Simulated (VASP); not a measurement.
Here is a VASP 6.6.1 calculation.

The input INCAR:

```
PREC     = Accurate       # precision mode
ENCUT    = 600            # plane-wave cutoff, eV
EDIFF    = 1E-6           # SCF threshold, eV
ISMEAR   = 0              # smearing method
SIGMA    = 0.2            # smearing width, eV
LREAL    = False          # projectors in reciprocal space
LASPH    = True           # aspherical terms in the spheres
NELM     = 120            # most SCF steps
ALGO     = Normal         # electronic algorithm
ISIF     = 2              # what is computed and relaxed
LWAVE    = False          # write WAVECAR
LCHARG   = False          # write CHGCAR
GGA      = PE             # functional
NBANDS   = 26             # bands
GGA_COMPAT= False
```

The input KPOINTS:

```
Automatic mesh
0
Gamma
  4 4 4
```

Contents of POSCAR:

```
ScAl3N3
1.0
    3.1681743929     -3.2805026748     -0.0656447442
    3.1681743929      3.2805026748     -0.0656447442
   -3.0898636308      0.0000000000      4.4644185727
Sc Al N
1 3 3
Direct
    0.0664408682      0.0664408682      0.0305418342
    0.5620510416      0.5620510416      0.0443453703
    0.8133621326      0.3239815418      0.5495410379
    0.3239815418      0.8133621326      0.5495410379
    0.4624307231      0.9321031840      0.3078904477
    0.9321031840      0.4624307231      0.3078904477
    0.6654905587      0.6654905587      0.7823578943
```

Potentials or basis: VASP PAW PBE potentials, release 64 (Sc_sv, Al, N).

Command:

```bash
$ cat potpaw_PBE.64/Sc_sv/POTCAR potpaw_PBE.64/Al/POTCAR potpaw_PBE.64/N/POTCAR > POTCAR
$ mpirun -np 1 vasp_std > vasp.out
```

**Question.** Estimate the largest force.

**Answer.** 0.099 eV/Å.

**Question.** What does it give for the pressure?

**Answer.** 0.0 GPa.

**Question.** What does it give for the band gap on the k mesh?

**Answer.** Zero (an odd number of electrons rules out a gap without spin polarisation).

Forces on the atoms (eV/Å):
```
Sc   0.088  0.000 -0.045
Al  -0.030  0.000  0.006
Al   0.006 -0.010  0.009
Al   0.006  0.010  0.009
N   -0.004 -0.046  0.027
N   -0.004  0.046  0.027
N   -0.061  0.000 -0.033
```

Caveat: the k points lie up to 0.39 Å⁻¹ apart, too coarse for converged energies and pressures of a metal; an odd number of electrons without spin polarisation forces a metal; a magnetic or distorted state may lie lower.
